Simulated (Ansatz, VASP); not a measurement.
**FeGe: VASP beside Ansatz**

```
Fe Ge
1.0
     3.01617    0.00000    0.00000
     0.00000    3.01617    0.00000
     0.00000    0.00000    3.01617
Fe Ge
1 1
Direct
  0.13700 0.29100 0.41800
  0.60034 0.74175 0.87153
```

Alike in both runs: task single point; functional r2SCAN; k mesh 3 × 3 × 3; collinear spin.

|  | VASP | Ansatz |
| --- | --- | --- |
| version | VASP 6.6.1 | Ansatz development build ahead of 0.2.0 |
| potentials or method | VASP PAW PBE potentials, release 64 (Fe, Ge_d) | norm-conserving potentials, plane waves, scalar-relativistic |
| plane-wave cutoff (eV) | 520 | 1225 |
| occupations | gaussian, width 0.05 eV | gaussian |

VASP gave:

```
net moment per atom (μB)                                      : 0.96
size of the moment on the site where the two differ most (μB) : 1.97
```

Q: Which values does Ansatz return?

A: net moment per atom (μB): 1.37; size of the moment on the site where the two differ most (μB): 2.68.

The net moments are unlike, so the other rows may belong to different states. VASP's potentials were made for PBE, not for r2SCAN. Site moments also hang on the region over which each program counts them. Ansatz's warnings: stability check not made.

The k mesh is coarse, so the values compare programs but aren't converged.
